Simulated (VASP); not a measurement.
Write the native input for VASP 6.6.1 that does the following.

```
Task                   : single point
Functional             : PBEsol
Potentials or basis    : VASP PAW PBE potentials, release 64 (Pb_d)
Cutoff                 : 520 eV
k mesh                 : 16 × 16 × 16
Occupations            : gaussian, width 0.15 eV
Spin                   : no spin polarisation
Dipole correction      : no
Further INCAR settings : ALGO = Fast; EDIFF = 1e-06; NBANDS = 13
```

The structure of Pb lies in POSCAR:

```
Pb
1.0
    0.0000000000      2.5932900000      2.4080550000
    2.5932900000      0.0000000000      2.4080550000
    2.5932900000      2.5932900000      0.0000000000
Pb
1
Direct
    0.0000000000      0.0000000000      0.0000000000
```

This cell differs from its parent crystal: strain +0.050 along x and y, -0.025 along z.

The input as run:

INCAR

```
PREC = Accurate ; ENCUT = 520
EDIFF = 1E-6 ; ISMEAR = 0
SIGMA = 0.15 ; LREAL = F
LASPH = T ; NELM = 100
ALGO = Fast ; ISIF = 2
LWAVE = F ; LCHARG = F
GGA = PS ; NBANDS = 13
```

KPOINTS

```
regular mesh
0
Gamma
  16 16 16
```

Potentials or basis: VASP PAW PBE potentials, release 64 (Pb_d).

The run is started by

```sh
$ cat potpaw_PBE.64/Pb_d/POTCAR > POTCAR
$ mpirun -np 1 vasp_std > vasp.out
```

Results of the run:

```json
{
  "Pressure": "-3.1 GPa",
  "Band gap on the k mesh": "zero (band 7 reaches 13.21 eV, above the bottom of band 8 at 4.73 eV)"
}
```

Caveat: the cell differs from its parent crystal (strain +0.050 along x and y, -0.025 along z); the PAW data sets were made with another functional, which shifts forces and pressure a little; spin-orbit coupling is left out, which moves the levels of the heavy elements.

Run time: 62 s on 1 thread of Intel(R) Xeon(R) 6975P-C (Granite Rapids), on a shared host, peak memory 0.25 GiB.
